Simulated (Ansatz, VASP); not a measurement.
## In2O3: VASP beside Ansatz

```xyz
10
Lattice="2.6570 1.5340 4.3650 -2.6570 1.5340 4.3650 0.0000 -3.0680 4.3650" Properties=species:S:1:pos:R:3 pbc="T T T"
In    0.0000    0.0000    4.7711
In    0.0000    0.0000    1.7765
In    0.0000    0.0000    8.3240
In    0.0000    0.0000   11.3186
O    -1.1111    1.5340    7.6388
O    -0.7729   -1.7292    7.6388
O     1.8840    0.1952    7.6388
O     1.1111   -1.5340    5.4563
O     0.7729    1.7292    5.4563
O    -1.8840   -0.1952    5.4563
```

Alike in both runs: functional r2SCAN; k mesh 5 × 5 × 5; no spin polarisation.

Ansatz relaxed the structure, and its values are those at the end. VASP's run is a single point on that final structure, the one shown.

```csv
,VASP,Ansatz
version,VASP 6.6.1,Ansatz 0.2.0
potentials or method,"VASP PAW PBE potentials, release 64 (In_d, O)","scalar-relativistic, plane waves, PAW"
plane-wave cutoff (eV),520,500
occupations,"gaussian, width 0.01 eV",fixed
valence electrons in the cell,88,88
```

|  | VASP | Ansatz | Ansatz less VASP |
| --- | --- | --- | --- |
| gap on the k mesh at the Fermi level (eV) | 2.73 | 2.71 | -0.017 |
| least direct gap on the mesh (eV) | 2.73 | 2.71 | -0.017 |
| rms of the force components (eV/Å) | 0.018 | 0.001 | -0.0164 |

VASP's potentials were made for PBE, not for r2SCAN. Ansatz's warnings: stress scf threshold loose, structure snapped to symmetry.
